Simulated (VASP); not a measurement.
# BaAl2B4: relaxation of cell and atoms with PBE

BaAl2B4:

```xyz
7
Lattice="1.9196 -6.4810 0.0000 1.9196 6.4810 0.0000 0.0000 0.0000 3.7982" Properties=species:S:1:pos:R:3 pbc="T T T"
Ba    0.0000    0.0000    0.0000
Al    1.9196   -1.1571    1.8991
Al    1.9196    1.1571    1.8991
B     1.9196   -4.0226    1.8991
B     1.9196    4.0226    1.8991
B     1.9196   -2.5420    0.0000
B     1.9196    2.5420    0.0000
```

The cell was generated, and may not be a known phase.

| Property | Result |
| --- | --- |
| Program | VASP 6.6.1 |
| Task | relaxation of cell and atoms |
| Functional | PBE |
| Potentials or basis | VASP PAW PBE potentials, release 64 (Ba_sv, Al, B_h) |
| Cutoff | 1230 eV |
| k mesh | 6 × 6 × 4 |
| Occupations | gaussian, width 0.1 eV |
| Spin | no spin polarisation |
| Dipole correction | no |
| Further INCAR settings | ALGO = Normal; EDIFF = 1e-07; IBRION = 2; EDIFFG = -0.04; NSW = 90; ISIF = 3 |

The relaxed volume is 15.11 Å³/atom. The relaxed cell is a = 7.706 Å, b = 7.706 Å, c = 3.149 Å, α = 90.00°, β = 90.00°, γ = 145.56° and the space group after relaxing (to 0.1 Å) is Cmmm (No. 65). The energy gained by relaxing is 1099.6 meV/atom. The ionic steps are 33. The pressure after relaxing is 0.0 GPa and the largest force after relaxing is 0.024 eV/Å. The band gap on the k mesh is zero (bands 14 and 15 overlap by 1.56 eV).

Forces in eV/Å, atoms in the order of the input:
```
Ba   0.000  0.000  0.000
Al   0.000  0.024  0.000
Al   0.000 -0.024  0.000
B    0.000  0.005  0.000
B    0.000 -0.005  0.000
B    0.000 -0.001  0.000
B    0.000  0.001  0.000
```

Stress tensor (GPa, compression positive):
```
 0.27  0.00  0.00
 0.00 -0.14  0.00
 0.00  0.00 -0.27
```

The path:
| step | energy change (eV) | largest force (eV/Å) | pressure (GPa) | volume (Å³) |
| --- | --- | --- | --- | --- |
| 1 | 0.0000 | 5.2231 | 3.34 | 94.51 |
| 2 | -2.3226 | 1.8899 | -1.33 | 98.35 |
| 3 | -3.1369 | 1.4024 | -1.35 | 101.71 |
| 4 | -3.1410 | 1.3855 | -1.06 | 102.06 |
| 5 | -3.6958 | 1.5778 | -0.62 | 101.16 |
| 6 | -3.7478 | 6.1564 | 11.37 | 96.58 |
| 7 | -4.2893 | 3.1010 | 3.36 | 99.13 |
| 8 | -4.5081 | 2.9219 | 2.82 | 99.32 |
| 9 | -5.1308 | 2.4020 | 1.71 | 99.67 |
| 10 | -6.1278 | 1.9314 | 6.44 | 99.39 |
| 11 | -6.3143 | 1.2060 | 2.88 | 101.56 |
| 12 | -6.3944 | 0.6757 | -1.40 | 104.71 |
| 13 | -6.3950 | 0.6331 | -1.10 | 104.47 |
| 14 | -6.4280 | 0.6696 | -0.74 | 104.22 |
| 15 | -6.4993 | 0.7570 | 0.38 | 103.45 |
| 16 | -6.5166 | 0.9024 | 2.93 | 101.86 |
| 17 | -6.5302 | 0.8473 | 1.94 | 102.46 |
| 18 | -6.5537 | 0.8363 | 1.90 | 102.52 |
| 19 | -6.6241 | 0.8267 | 1.80 | 102.72 |
| 20 | -6.7648 | 0.9628 | 1.59 | 103.10 |
| 21 | -7.0197 | 1.1919 | 1.38 | 103.86 |
| 22 | -7.3072 | 1.4847 | 1.33 | 105.29 |
| 23 | -7.5163 | 0.9634 | -0.13 | 106.58 |
| 24 | -7.6355 | 0.3340 | -1.75 | 108.21 |
| 25 | -7.6397 | 0.2833 | -2.02 | 108.53 |
| 26 | -7.6823 | 0.1632 | -0.39 | 106.79 |
| 27 | -7.6861 | 0.1413 | 0.29 | 106.12 |
| 28 | -7.6915 | 0.0923 | -0.03 | 106.26 |
| 29 | -7.6939 | 0.0879 | -0.40 | 106.42 |
| 30 | -7.6955 | 0.0802 | -0.04 | 105.99 |
| 31 | -7.6959 | 0.0745 | 0.22 | 105.67 |
| 32 | -7.6969 | 0.0401 | 0.10 | 105.70 |
| 33 | -7.6973 | 0.0243 | -0.05 | 105.74 |

Final structure:
```
Ba Al B
1.0
     2.28122   -7.36042    0.00000
     2.28122    7.36042    0.00000
     0.00000    0.00000    3.14878
Ba Al B
1 2 4
Direct
  0.00000 0.00000 0.00000
  0.67232 0.32768 0.50000
  0.32768 0.67232 0.50000
  0.82652 0.17348 0.50000
  0.17348 0.82652 0.50000
  0.78900 0.21100 0.00000
  0.21100 0.78900 0.00000
```

Levels at points of the mesh, in eV from the Fermi level:
```csv
k point,band 12,band 13,band 14,band 15,band 16,band 17
"(0.00, 0.00, 0.00)",-2.80,-2.67,0.30,0.79,1.32,1.66
"(0.50, 0.00, 0.00)",-2.43,0.04,0.04,0.45,2.39,2.78
"(0.50, 0.50, 0.00)",-2.61,-1.91,-1.65,-0.15,1.70,2.43
"(0.00, 0.00, 0.50)",-2.42,-1.98,-1.87,-1.26,0.46,1.13
"(0.50, 0.00, 0.50)",-3.47,-2.45,-0.75,0.07,1.00,2.13
"(0.50, 0.50, 0.50)",-2.68,-2.36,-1.41,-0.85,1.07,1.47
```

It took 80 min on 1 thread of Intel(R) Xeon(R) 6975P-C (Granite Rapids), with other jobs on the host, peak memory 0.9 GiB.

Caveat: the k points lie up to 0.50 Å⁻¹ apart in the final cell, too coarse for converged energies and pressures of a metal; a cell axis changed by over 15 % at a fixed basis, so the end point is rough; spin-orbit coupling is left out, which moves the levels of the heavy elements.
